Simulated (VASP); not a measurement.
# ScIn4 (Pm-3m) in VASP: a series of runs

The runs below take ScIn4 through single point, relaxation of cell and atoms, with PBE.

Everything below comes from runs of VASP 6.6.1. Logs are shortened: lines on timing, memory, paths and dates and some standing lists are left out, and cuts for length are marked.

**1. The cell of the first run**

The structure is cubic, space group Pm-3m (No. 221). Conventional cell: a = 5.647 Å, b = 5.647 Å, c = 5.647 Å, α = 90.00°, β = 90.00°, γ = 90.00°. Sc (site symmetry m-3m) has 6 In at 2.82 Å within 3.7 Å. Within 3.7 Å of In (site symmetry 4/mmm) lie 2 Sc at 2.82 Å. In (site symmetry m-3m) has 12 In at 3.99 Å and 8 Sc at 4.89 Å within 5.2 Å.

The cell was generated, and may not be a known phase.

**2. Single point, PBE**

Contents of INCAR:

```
PREC     = Accurate       # precision mode
ENCUT    = 520            # plane-wave cutoff, eV
EDIFF    = 1E-6           # SCF threshold, eV
ISMEAR   = 0              # smearing method
SIGMA    = 0.1            # smearing width, eV
LREAL    = F              # projectors in reciprocal space
LASPH    = T              # aspherical terms in the spheres
NELM     = 60             # most SCF steps
ALGO     = Fast           # electronic algorithm
ISIF     = 2              # what is computed and relaxed
LWAVE    = F              # write WAVECAR
LCHARG   = T              # write CHGCAR
GGA      = PE             # functional
LELF     = T              # ELF
LVHAR    = T            
NBANDS   = 40             # bands
```

Contents of KPOINTS:

```
regular mesh
0
Gamma
  8 8 8
```

Contents of POSCAR:

```
ScIn4
1.0
    5.6472913001      0.0000000000      0.0000000000
    0.0000000000      5.6472913001      0.0000000000
    0.0000000000      0.0000000000      5.6472913001
Sc In
1 4
Direct
    0.0000000000      0.0000000000      0.0000000000
    0.5000000000      0.0000000000      0.0000000000
    0.0000000000      0.5000000000      0.0000000000
    0.0000000000      0.0000000000      0.5000000000
    0.5000000000      0.5000000000      0.5000000000
```

Potentials or basis: VASP PAW PBE potentials, release 64 (Sc_sv, In_d).

Run with:

```bash
$ cat potpaw_PBE.64/Sc_sv/POTCAR potpaw_PBE.64/In_d/POTCAR > POTCAR
$ mpirun -np 1 vasp_std > vasp.out
```

OUTCAR:

```text
PREC = Accurate
   ENCUT = 520
   EDIFF = 1E-6
   ISMEAR = 0
   LREAL = F
   LASPH = T
   NELM = 60
   ISIF = 2
   GGA = PE

 ion  position               nearest neighbor table
   1  0.000  0.000  0.000-   2 2.82   3 2.82   4 2.82   4 2.82   3 2.82   2 2.82
   2  0.500  0.000  0.000-   1 2.82   1 2.82   4 3.99   5 3.99   4 3.99   5 3.99   3 3.99   5 3.99
                             5 3.99   3 3.99   3 3.99   4 3.99   4 3.99   3 3.99
   3  0.000  0.500  0.000-   1 2.82   1 2.82   4 3.99   5 3.99   4 3.99   5 3.99   2 3.99   2 3.99
                             4 3.99   4 3.99   2 3.99   5 3.99   5 3.99   2 3.99
   4  0.000  0.000  0.500-   1 2.82   1 2.82   3 3.99   5 3.99   2 3.99   2 3.99   3 3.99   3 3.99
                             5 3.99   3 3.99   2 3.99   5 3.99   2 3.99   5 3.99
   5  0.500  0.500  0.500-   2 3.99   3 3.99   4 3.99   2 3.99   3 3.99   2 3.99   4 3.99   2 3.99
                             3 3.99   4 3.99   3 3.99   4 3.99

  LATTYP: Found a simple cubic cell.
 ALAT       =     5.6472913001

  Lattice vectors:

 A1 = (   5.6472913001,   0.0000000000,   0.0000000000)
 A2 = (   0.0000000000,   5.6472913001,   0.0000000000)
 A3 = (   0.0000000000,   0.0000000000,   5.6472913001)

Analysis of symmetry for initial positions (statically):
=====================================================================
 Subroutine PRICEL returns:
 Original cell was already a primitive cell.

 Routine SETGRP: Setting up the symmetry group for a
 simple cubic supercell.

 Subroutine GETGRP returns: Found 48 space group operations
 (whereof 48 operations were pure point group operations)
 out of a pool of 48 trial point group operations.

The static configuration has the point symmetry O_h .

Analysis of symmetry for dynamics (positions and initial velocities):
=====================================================================
 Subroutine PRICEL returns:
 Original cell was already a primitive cell.

 Routine SETGRP: Setting up the symmetry group for a
 simple cubic supercell.

 Subroutine GETGRP returns: Found 48 space group operations
 (whereof 48 operations were pure point group operations)
 out of a pool of 48 trial point group operations.

The dynamic configuration has the point symmetry O_h .

 Subroutine INISYM returns: Found 48 space group operations
 (whereof 48 operations are pure point group operations),
 and found     1 'primitive' translations

----------------------------------------------------------------------------------------

                                     Primitive cell

  volume of cell :     180.1028

  direct lattice vectors                    reciprocal lattice vectors
     5.647291300  0.000000000  0.000000000     0.177076044  0.000000000  0.000000000
     0.000000000  5.647291300  0.000000000     0.000000000  0.177076044  0.000000000
     0.000000000  0.000000000  5.647291300     0.000000000  0.000000000  0.177076044

  length of vectors
     5.647291300  5.647291300  5.647291300     0.177076044  0.177076044  0.177076044

  position of ions in fractional coordinates (direct lattice)
     0.000000000  0.000000000  0.000000000
     0.500000000  0.000000000  0.000000000
     0.000000000  0.500000000  0.000000000
     0.000000000  0.000000000  0.500000000
     0.500000000  0.500000000  0.500000000

  ion indices of the primitive-cell ions
   primitive index   ion index
                 1           1
                 2           2
                 3           3
                 4           4
                 5           5

----------------------------------------------------------------------------------------

 KPOINTS: regular mesh

Automatic generation of k-mesh.
 Grid dimensions read from file:
 generate k-points for:    8    8    8

 Generating k-lattice:

  Cartesian coordinates                     Fractional coordinates (reciprocal lattice)
     0.022134505  0.000000000  0.000000000     0.125000000  0.000000000  0.000000000
     0.000000000  0.022134505  0.000000000     0.000000000  0.125000000  0.000000000
     0.000000000  0.000000000  0.022134505     0.000000000  0.000000000  0.125000000

  Length of vectors
     0.022134505  0.022134505  0.022134505

  Shift w.r.t. Gamma in fractional coordinates (k-lattice)
     0.000000000  0.000000000  0.000000000

 Subroutine IBZKPT returns following result:
 ===========================================

 Found     35 irreducible k-points:

 Following reciprocal coordinates:
            Coordinates               Weight
  0.000000  0.000000  0.000000      1.000000
  0.125000  0.000000  0.000000      6.000000
  0.250000  0.000000  0.000000      6.000000
  0.375000  0.000000  0.000000      6.000000
  0.500000  0.000000  0.000000      3.000000
  0.125000  0.125000  0.000000     12.000000
[... 16 lines left out ...]
  0.375000  0.375000  0.125000     24.000000
  0.500000  0.375000  0.125000     24.000000
 [... further k-points ...]
   k-points           NKPTS =     35   k-points in BZ     NKDIM =     35   number of bands    NBANDS=     40
   number of dos      NEDOS =    301   number of ions     NIONS =      5
   total plane-waves  NPLWV =  74088
   dimension x,y,z NGX =    42 NGY =   42 NGZ =   42
   dimension x,y,z NGXF=    84 NGYF=   84 NGZF=   84
   ions per type =               1   4
   NGX,Y,Z   is equivalent  to a cutoff of  12.36, 12.36, 12.36 a.u.
   NGXF,Y,Z  is equivalent  to a cutoff of  24.73, 24.73, 24.73 a.u.
 SYSTEM =  unknown system
   PREC   = accura    normal or accurate (medium, high low for compatibility)
   ISTART =      0    job   : 0-new  1-cont  2-samecut
   ICHARG =      2    charge: 1-file 2-atom 10-const
   ISPIN  =      1    spin polarized calculation?
   LNONCOLLINEAR =      F non collinear calculations
   LSORBIT =      F    spin-orbit coupling
   LASPH  =      T    aspherical Exc in radial PAW
   ENCUT  =  520.0 eV  38.22 Ry    6.18 a.u.  10.50 10.50 10.50*2*pi/ulx,y,z
   NELM   =     60;   NELMIN=  2; NELMDL= -5     # of ELM steps
   EDIFF  = 0.1E-05   stopping-criterion for ELM
   LREAL  =      F    real-space projection
   EDIFFG = 0.1E-04   stopping-criterion for IOM
   NSW    =      0    number of steps for IOM
   IBRION =     -1    ionic relax: 0-MD 1-quasi-New 2-CG
   NFREE  =      0    steps in history (QN), initial steepest desc. (CG)
   ISIF   =      2    stress and relaxation
   ISYM   =      2    0-nonsym 1-usesym 2-fastsym
   POTIM  = 0.5000    time-step for ionic-motion
   TEBEG  =    0.0;   TEEND  =   0.0 temperature during run
   PSTRESS=    0.0 pullay stress
   NELECT =      63.0000    total number of electrons
   NUPDOWN=      -1.0000    fix difference up-down
   EMIN   =  10.00;   EMAX   =-10.00  energy-range for DOS
   EFERMI =   0.00;   METHOD = LEGACY
   ISMEAR =     0;   SIGMA  =   0.10  broadening in eV -4-tet -1-fermi 0-gaus
   EFERMI_NEDOS =   21; number of points for ismear=-14 and -15
   IALGO  =     68    algorithm
   IMIX   =      4    mixing-type and parameters
     AMIX     =   0.40;   BMIX     =  1.00
     AMIX_MAG =   1.60;   BMIX_MAG =  1.00
  volume/ion in A,a.u.               =      36.02       243.08
  Fermi-wavevector in a.u.,A,eV,Ry     =   1.153493  2.179785 18.103167  1.330545
  Thomas-Fermi vector in A             =   2.290136
   LORBIT       =      0    0 simple, 1 ext, 2 COOP (PROOUT), +10 PAW based schemes
   GGA     = PE    functional components
   LHFCALC =     F    Hartree Fock is set to
   AEXX    =    0.0000 exact exchange contribution
   IVDW    =     0    specifies the selected vdW correction
   LEPSILON=     F    determine dielectric tensor
   LRPA    =     F    only Hartree local field effects (RPA)
 non-spin polarized calculation
 RMM-DIIS sequential band-by-band and
 Gauss-broadening in eV      SIGMA  =   0.10
  energy-cutoff  :      520.00
  volume of cell :      180.10
 maximum number of plane-waves:      4945
   NGX = 21   NGY = 21   NGZ = 21

 number of electron      62.9999992 magnetization

 Free energy of the ion-electron system (eV)
  ---------------------------------------------------
  ext. energy  EPLUGINS =         0.00000000
  ---------------------------------------------------
  free energy    TOTEN  =       -14.50947435 eV

  energy without entropy =      -14.48127767  energy(sigma->0) =      -14.49537601

 E-fermi :   3.6416     XC(G=0):  -8.5748

 val. band max:        3.6142540634   @ k =   0.5000   0.2500   0.0000
 cond. band min:       3.6457486099   @ k =   0.3750   0.3750   0.1250
 fundamental gap:      0.0314945465
 Fermi energy:         3.6416061315

 k-point     1 :       0.0000    0.0000    0.0000
  band No.  band energies     occupation
      1     -45.7707      2.00000
      2     -24.4617      2.00000
      3     -24.4617      2.00000
      4     -24.4617      2.00000
      5     -10.8046      2.00000
      6     -10.8046      2.00000
[... 32 lines left out ...]
     39       6.4998      0.00000
     40       6.5021      0.00000

 k-point     2 :       0.1250    0.0000    0.0000
  band No.  band energies     occupation
      1     -45.7707      2.00000
      2     -24.4628      2.00000
      3     -24.4617      2.00000
      4     -24.4617      2.00000
      5     -10.8042      2.00000
      6     -10.8029      2.00000
[... 32 lines left out ...]
     39       6.6267      0.00000
     40       6.6284      0.00000

 k-point     3 :       0.2500    0.0000    0.0000
  band No.  band energies     occupation
      1     -45.7706      2.00000
      2     -24.4655      2.00000
      3     -24.4618      2.00000
      4     -24.4618      2.00000
      5     -10.8033      2.00000
      6     -10.7988      2.00000
[... 853 lines left out ...]
  band No.  band energies     occupation
      1     -45.7704      2.00000
      2     -24.4683      2.00000
      3     -24.4683      2.00000
      4     -24.4631      2.00000
      5     -10.7989      2.00000
      6     -10.7960      2.00000
[... 32 lines left out ...]
     39       7.2498      0.00000
     40       7.3585      0.00000

 k-point    24 :       0.5000    0.3750    0.1250
  band No.  band energies     occupation
      1     -45.7703      2.00000
      2     -24.4694      2.00000
      3     -24.4684      2.00000
      4     -24.4631      2.00000
      5     -10.7989      2.00000
      6     -10.7964      2.00000
[... 32 lines left out ...]
     39       7.2184      0.00000
     40       7.4862      0.00000

 [... further k-points ...]

------------------------ aborting loop because EDIFF is reached ----------------------------------------

  FORCE on cell =-STRESS in cart. coord.  units (eV):
  Direction    XX          YY          ZZ          XY          YZ          ZX
  --------------------------------------------------------------------------------------
  -------------------------------------------------------------------------------------
  Total       -0.0249972     -0.0249972     -0.0249972      0.0000000     -0.0000000      0.0000000
  in kB       -0.2223723     -0.2223723     -0.2223723      0.0000000     -0.0000000      0.0000000
  external PRESSURE =      -0.2223723 kB  Pullay stress =       0.0000000 kB

 VOLUME and BASIS-vectors are now :
 -----------------------------------------------------------------------------
  energy-cutoff  :      520.00
  volume of cell :      180.10
      direct lattice vectors                 reciprocal lattice vectors
     5.647291300  0.000000000  0.000000000     0.177076044  0.000000000  0.000000000
     0.000000000  5.647291300  0.000000000     0.000000000  0.177076044  0.000000000
     0.000000000  0.000000000  5.647291300     0.000000000  0.000000000  0.177076044

 POSITION                                       TOTAL-FORCE (eV/Angst)
 -----------------------------------------------------------------------------------
      0.00000      0.00000      0.00000         0.000000      0.000000      0.000000
      2.82365      0.00000      0.00000         0.000000      0.000000      0.000000
      0.00000      2.82365      0.00000         0.000000      0.000000      0.000000
      0.00000      0.00000      2.82365         0.000000      0.000000      0.000000
      2.82365      2.82365      2.82365         0.000000      0.000000      0.000000
 -----------------------------------------------------------------------------------
    total drift:                                0.000000      0.000000     -0.000000

  FREE ENERGIE OF THE ION-ELECTRON SYSTEM (eV)
  ---------------------------------------------------
  free  energy   TOTEN  =       -14.5094743485 eV

  energy  without entropy=      -14.4812776664  energy(sigma->0) =      -14.49537601
```

Run time: 2.6 min. Hardware: 1 thread of Intel Xeon 6975P-C (Granite Rapids), shared host; peak memory 0.38 GiB.

Results:

- Free energy: -14.5095 eV
- Pressure: 0.0 GPa
- Band gap on the k mesh: zero (an odd number of electrons rules out a gap without spin polarisation)

Caveat: spin-orbit coupling is left out, which moves the levels of the heavy elements.

(Continued in part 2 of 2.)

The gap in the log of VASP goes by the Fermi energy; the results here count the filled bands.